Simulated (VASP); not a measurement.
# ZnSnN2 (R-3m) in VASP: a series of runs, part 2 of 2

VASP 6.6.1. The steps go on from the part before.

**3. Single point, PBE**

File INCAR:

```
PREC = Accurate ; ENCUT = 520
EDIFF = 1E-6 ; ISMEAR = 0
SIGMA = 0.01 ; LREAL = False
LASPH = True ; NELM = 80
ALGO = Normal ; ISIF = 2
LWAVE = False ; LCHARG = False
GGA = PE ; NBANDS = 26
```

File KPOINTS:

```
regular mesh
0
Gamma
  8 8 8
```

File POSCAR:

```
ZnSnN2
1.0
    1.5836871722      0.9143422152      5.1498174729
   -1.5836871722      0.9143422152      5.1498174729
    0.0000000000     -1.8286844304      5.1498174729
Zn Sn N
1 1 2
Direct
    1.0000000000      0.0000000000      0.0000000000
    0.5000000000      0.5000000000      0.5000000000
    0.2464698153      0.2464698153      0.2464698153
    0.7535301847      0.7535301847      0.7535301847
```

Potentials or basis: VASP PAW PBE potentials, release 64 (Zn, Sn_d, N).

Run with:

```sh
cat potpaw_PBE.64/Zn/POTCAR potpaw_PBE.64/Sn_d/POTCAR potpaw_PBE.64/N/POTCAR > POTCAR
mpirun -np 1 vasp_std > vasp.out
```

OUTCAR:

```text
PREC = Accurate
   ENCUT = 520
   EDIFF = 1E-6
   ISMEAR = 0
   LREAL = False
   LASPH = True
   NELM = 80
   ISIF = 2
   GGA = PE

 ion  position               nearest neighbor table
   1  0.000  0.000  0.000-   4 2.27   4 2.27   3 2.27   3 2.27   4 2.27   3 2.27   2 3.16   2 3.16
                             2 3.16   2 3.16   2 3.16   2 3.16
   2  0.500  0.500  0.500-   3 2.21   3 2.21   4 2.21   4 2.21   3 2.21   4 2.21   1 3.16   1 3.16
                             1 3.16   1 3.16   1 3.16   1 3.16
   3  0.246  0.246  0.246-   2 2.21   2 2.21   2 2.21   1 2.27   1 2.27   1 2.27
[... 901 lines left out ...]
  -------------------------------------------------------------------------------------
  Total        1.9458243      1.9458243      1.8960679      0.0000000      0.0000000      0.0000000
  in kB       69.6775611     69.6775611     67.8958467      0.0000000      0.0000000      0.0000000
  external PRESSURE =      69.0836563 kB  Pullay stress =       0.0000000 kB

 VOLUME and BASIS-vectors are now :
 -----------------------------------------------------------------------------
  energy-cutoff  :      520.00
  volume of cell :       44.74
      direct lattice vectors                 reciprocal lattice vectors
     1.583687172  0.914342215  5.149817473     0.315718918  0.182280402  0.064727213
    -1.583687172  0.914342215  5.149817473    -0.315718918  0.182280402  0.064727213
     0.000000000 -1.828684430  5.149817473     0.000000000 -0.364560804  0.064727213

 POSITION                                       TOTAL-FORCE (eV/Angst)
 -----------------------------------------------------------------------------------
      0.00000      0.00000      0.00000         0.000000     -0.000000      0.000000
      0.00000      0.00000      7.72473        -0.000000      0.000000      0.000000
      0.00000      0.00000      3.80782         0.000000      0.000000      0.185621
      0.00000      0.00000     11.64163         0.000000      0.000000     -0.185621
 -----------------------------------------------------------------------------------
    total drift:                                0.000000      0.000000     -0.000000

  FREE ENERGIE OF THE ION-ELECTRON SYSTEM (eV)
  ---------------------------------------------------
  free  energy   TOTEN  =       -20.3059993169 eV

  energy  without entropy=      -20.3059993169  energy(sigma->0) =      -20.30599932
```

OSZICAR:

```text
N       E                     dE             d eps       ncg     rms          rms(c)
DAV:   1     0.306314198134E+03    0.30631E+03   -0.18212E+04  3530   0.226E+03
DAV:   2     0.143119253040E+02   -0.29200E+03   -0.27785E+03  3476   0.473E+02
DAV:   3    -0.227894938133E+02   -0.37101E+02   -0.36470E+02  3828   0.153E+02
DAV:   4    -0.240488788535E+02   -0.12594E+01   -0.12522E+01  3936   0.296E+01
DAV:   5    -0.240686029058E+02   -0.19724E-01   -0.19718E-01  3946   0.392E+00    0.119E+01
DAV:   6    -0.201814718687E+02    0.38871E+01   -0.76059E+00  5508   0.695E+01    0.641E+00
DAV:   7    -0.203491445170E+02   -0.16767E+00   -0.26224E+00  3508   0.127E+01    0.369E+00
DAV:   8    -0.203220393687E+02    0.27105E-01   -0.20858E-01  4644   0.407E+00    0.115E+00
DAV:   9    -0.203059884808E+02    0.16051E-01   -0.35709E-02  4972   0.223E+00    0.272E-01
DAV:  10    -0.203059045520E+02    0.83929E-04   -0.68414E-03  3944   0.616E-01    0.143E-01
DAV:  11    -0.203060128337E+02   -0.10828E-03   -0.51750E-04  3720   0.209E-01    0.272E-02
DAV:  12    -0.203059993490E+02    0.13485E-04   -0.10466E-04  4946   0.134E-01    0.175E-02
DAV:  13    -0.203059998870E+02   -0.53803E-06   -0.12427E-05  3678   0.367E-02    0.103E-02
DAV:  14    -0.203059993169E+02    0.57011E-06   -0.41549E-06  3870   0.204E-02
   1 F= -.20305999E+02 E0= -.20305999E+02  d E =-.114812E-13
```

stdout:

```text
POSCAR found type information on POSCAR ZnSnN
 POSCAR found :  3 types and       4 ions
 scaLAPACK will be used
 LDA part: xc-table for (Slater+PW92), standard interpolation
 POSCAR, INCAR and KPOINTS ok, starting setup
 FFT: planning ... GRIDC
 FFT: planning ... GRID_SOFT
 FFT: planning ... GRID
 WAVECAR not read
 entering main loop
```

Run time: 4.9 min. Hardware: 1 thread of AMD EPYC 7R43 (Zen 3), shared host; peak memory 0.26 GiB.

What came out:

```
Free energy            : -20.3060 eV
Pressure               : 6.9 GPa
Largest force          : 0.186 eV/Å
Band gap on the k mesh : 0.76 eV, indirect (least direct gap 0.84 eV)
```

Forces on the atoms (eV/Å):
```
Zn   0.000  0.000  0.000
Sn   0.000  0.000  0.000
N    0.000  0.000  0.186
N    0.000  0.000 -0.186
```

Levels at points of the mesh, in eV from the valence-band top:
| k point | band 16 | band 17 | band 18 | band 19 | band 20 | band 21 |
| --- | --- | --- | --- | --- | --- | --- |
| (0.00, 0.00, 0.00) | -0.80 | -0.17 | -0.17 | 0.76 | 3.49 | 8.19 |
| (0.50, 0.00, 0.00) | -2.60 | -2.11 | -1.31 | 3.13 | 4.23 | 7.00 |
| (0.50, 0.50, 0.00) | -2.82 | -0.09 | -0.04 | 0.80 | 3.69 | 7.62 |
| (0.50, 0.50, 0.50) | -0.62 | -0.57 | -0.57 | 3.19 | 3.83 | 7.76 |

Caveat: spin-orbit coupling is left out, which moves the levels of the heavy elements. PBE gaps usually lie below the measured ones, often by a third to a half.
